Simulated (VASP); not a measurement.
# TaN (P-6m2) in VASP: vibrations by perturbation theory with PBE

Aim: the vibrations by perturbation theory of TaN with PBE.

All numbers are computed with VASP 6.6.1; they aren't measurements. Logs are shortened: lines on timing, memory, paths and dates and some standing lists are left out, and cuts for length are marked.

## Step 1: The cell of the first run

Symmetry: P-6m2, No. 187, hexagonal system. Conventional cell: a = 2.940 Å, b = 2.940 Å, c = 2.890 Å, α = 90.00°, β = 90.00°, γ = 120.00°. Ta (site symmetry -6m2) has 6 N at 2.23 Å and 2 Ta at 2.89 Å within 2.9 Å. Within 2.9 Å of N (site symmetry -6m2) lie 6 Ta at 2.23 Å and 2 N at 2.89 Å.

## Step 2: Vibrations by perturbation theory, PBE

Input file INCAR:

```
SYSTEM = TaN
ALGO = Normal
EDIFF = 1E-8
ENCUT = 520
GGA = PE
IBRION = 8
ISIF = 2
ISMEAR = -1
LASPH = .TRUE.
LCHARG = .FALSE.
LREAL = .FALSE.
LWAVE = .FALSE.
NELM = 100
NSW = 1
PREC = Accurate
SIGMA = 0.1
```

Input file KPOINTS:

```
k-points
0
G
  9 9 8
  0 0 0
```

Input file POSCAR:

```
TaN
1.0
    2.9399420000      0.0000000000      0.0000000000
   -1.4699710000      2.5460650000      0.0000000000
    0.0000000000      0.0000000000      2.8901750000
Ta N
1 1
Direct
    0.0000000000      0.0000000000      0.5000000000
    0.6666670000      0.3333330000      0.0000000000
```

Potentials or basis: VASP PAW PBE potentials, release 64 (Ta_pv, N).

Launch:

```bash
$ cat potpaw_PBE.64/Ta_pv/POTCAR potpaw_PBE.64/N/POTCAR > POTCAR
$ mpirun -np 1 vasp_std > vasp.out
```

OUTCAR:

```text
SYSTEM = TaN
   EDIFF = 1E-8
   ENCUT = 520
   GGA = PE
   IBRION = 8
   ISIF = 2
   ISMEAR = -1
   LASPH = .TRUE.
   LREAL = .FALSE.
   NELM = 100
   NSW = 1
   PREC = Accurate

 ion  position               nearest neighbor table
   1  0.000  0.000  0.500-   2 2.23   2 2.23   2 2.23   2 2.23   2 2.23   2 2.23
   2  0.667  0.333  0.000-   1 2.23   1 2.23   1 2.23   1 2.23   1 2.23   1 2.23

  LATTYP: Found a hexagonal cell.
 ALAT       =     2.9399420000
 C/A-ratio  =     0.9830721150

  Lattice vectors:

 A1 = (   2.9399420000,   0.0000000000,   0.0000000000)
 A2 = (  -1.4699710000,   2.5460650000,   0.0000000000)
 A3 = (   0.0000000000,   0.0000000000,   2.8901750000)

Analysis of symmetry for initial positions (statically):
[... 9 lines left out ...]
 out of a pool of 24 trial point group operations.

The static configuration has the point symmetry D_3h.

Analysis of symmetry for dynamics (positions and initial velocities):
[... 9 lines left out ...]
 out of a pool of 24 trial point group operations.

The dynamic configuration has the point symmetry D_3h.

 Subroutine INISYM returns: Found 12 space group operations
[... 5 lines left out ...]
                                     Primitive cell

  volume of cell :      21.6338

  direct lattice vectors                    reciprocal lattice vectors
     2.939942000  0.000000000  0.000000000     0.340142765  0.196381475  0.000000000
    -1.469971000  2.546065000  0.000000000     0.000000000  0.392762950  0.000000000
     0.000000000  0.000000000  2.890175000     0.000000000  0.000000000  0.345999810

  length of vectors
     2.939942000  2.939942470  2.890175000     0.392763013  0.392762950  0.345999810

  position of ions in fractional coordinates (direct lattice)
     0.000000000  0.000000000  0.500000000
     0.666667000  0.333333000  0.000000000

  ion indices of the primitive-cell ions
   primitive index   ion index
                 1           1
[... 498 lines left out ...]
  Total        0.5286054      0.5286056      0.5587069      0.0000000      0.0000000     -0.0000000
  in kB       39.1480182     39.1480348     41.3773070      0.0000000      0.0000000     -0.0000000
  external PRESSURE =      39.8911200 kB  Pullay stress =       0.0000000 kB

 VOLUME and BASIS-vectors are now :
 -----------------------------------------------------------------------------
  energy-cutoff  :      520.00
  volume of cell :       21.63
      direct lattice vectors                 reciprocal lattice vectors
     2.939942000  0.000000000  0.000000000     0.340142765  0.196381475  0.000000000
    -1.469971000  2.546065000  0.000000000     0.000000000  0.392762950  0.000000000
     0.000000000  0.000000000  2.890175000     0.000000000  0.000000000  0.345999810

 POSITION                                       TOTAL-FORCE (eV/Angst)
 -----------------------------------------------------------------------------------
      0.00000      0.00000      1.44509         0.000000      0.000000      0.000000
      1.46997      0.84869      0.00000        -0.000000     -0.000000      0.000000
 -----------------------------------------------------------------------------------
    total drift:                               -0.000935      0.000547      0.000000

  FREE ENERGIE OF THE ION-ELECTRON SYSTEM (eV)
  ---------------------------------------------------
  free  energy   TOTEN  =       -22.4447137764 eV

  energy  without entropy=      -22.4418133529  energy(sigma->0) =      -22.44326356

[... ionic steps 2 to 3 ...]

--------------------------------------- Ionic step        4  -------------------------------------------

------------------------ aborting loop because EDIFF is reached ----------------------------------------
[... 11 lines left out ...]
[... ionic steps 8 to 8 ...]

--------------------------------------- Ionic step        9  -------------------------------------------

 Free energy of the ion-electron system (eV)
  ---------------------------------------------------
  ---------------------------------------------------
  free energy    TOTEN  =        -0.23494236 eV

  energy without entropy =       -0.23494236

------------------------ aborting loop because EDIFF is reached ----------------------------------------

 INTERNAL STRAIN TENSOR  FOR ION    2  DIRECTION 3   (eV/Angst):
 -----------------------------------------------------------------------------
     0.00560  0.00000  0.00000
    -0.00000  0.00560 -0.00000
     0.00000  0.00000  0.00993

 INTERNAL STRAIN TENSOR FOR ION    2 for displacements in x,y,z  (eV/Angst):
          X           Y           Z          XY          YZ          ZX
  --------------------------------------------------------------------------------
  x     0.00000    -0.00000     0.00000    -1.67066     0.00000     0.00000
  y    -1.67066     1.67066     0.00000     0.00000     0.00000     0.00000
  z     0.00000     0.00000     0.00000    -0.00000     0.00000     0.00000

 SECOND DERIVATIVES (NOT SYMMETRIZED)
 ------------------------------------
               1X          1Y          1Z          2X          2Y          2Z
  1X   -13.124608    0.000000    0.000000   13.124608    0.000000    0.000000
  1Y     0.000000  -13.124613    0.000000    0.000000   13.124613    0.000000
  1Z    -0.000000    0.000000  -14.224823    0.000000    0.000000   14.224823
  2X    13.122467    0.000000    0.000000  -13.122467    0.000000    0.000000
  2Y     0.000000   13.122473    0.000000   -0.000000  -13.122473    0.000000
  2Z     0.000000    0.000000   14.218986    0.000000    0.000000  -14.218986

 Eigenvectors and eigenvalues of the dynamical matrix
 ----------------------------------------------------

   1 f  =   16.352928 THz   102.748477 2PiTHz  545.474966 cm-1    67.630246 meV
             X         Y         Z           dx          dy          dz
      0.000000  0.000000  1.445088     0.000000    0.000000   -0.268041
      1.469972  0.848687  0.000000     0.000000    0.000000    0.963407
[... 21 lines left out ...]
   6 f/i=    0.000867 THz     0.005445 2PiTHz    0.028907 cm-1     0.003584 meV
             X         Y         Z           dx          dy          dz
      0.000000  0.000000  1.445088     0.000000    0.000000    0.963407
      1.469972  0.848687  0.000000     0.000000    0.000000    0.268041

--------------------------------------------------------------------------------------------------------

 ELASTIC MODULI CONTR FROM IONIC RELAXATION (kBar)
 Direction    XX          YY          ZZ          XY          YZ          ZX
 --------------------------------------------------------------------------------
 XX          -6.6965      6.6965      0.0000     -0.0000      0.0000      0.0000
 YY           6.6965     -6.6965      0.0000      0.0000      0.0000      0.0000
 ZZ           0.0000      0.0000      0.0000      0.0000      0.0000      0.0000
 XY          -0.0000      0.0000      0.0000     -6.6965      0.0000      0.0000
 YZ           0.0000      0.0000      0.0000      0.0000      0.0000      0.0000
 ZX           0.0000      0.0000      0.0000      0.0000      0.0000      0.0000
 --------------------------------------------------------------------------------
```

It took 2.5 min on 1 thread of Intel Xeon Platinum 8488C (Sapphire Rapids), shared host; peak memory 0.29 GiB.

Results:

```yaml
Highest_phonon_frequency_at_Γ_LO-TO_splitting_left_out: 545 cm⁻¹
```

Phonon frequencies in cm⁻¹ (negative: imaginary):
```tsv
q point	frequencies
(0.000, 0.000, 0.000)	0 0 0 524 524 545
```

Caveat: the cell wasn't relaxed at this level first, which shifts response properties; spin-orbit coupling is left out, which moves the levels of the heavy elements.
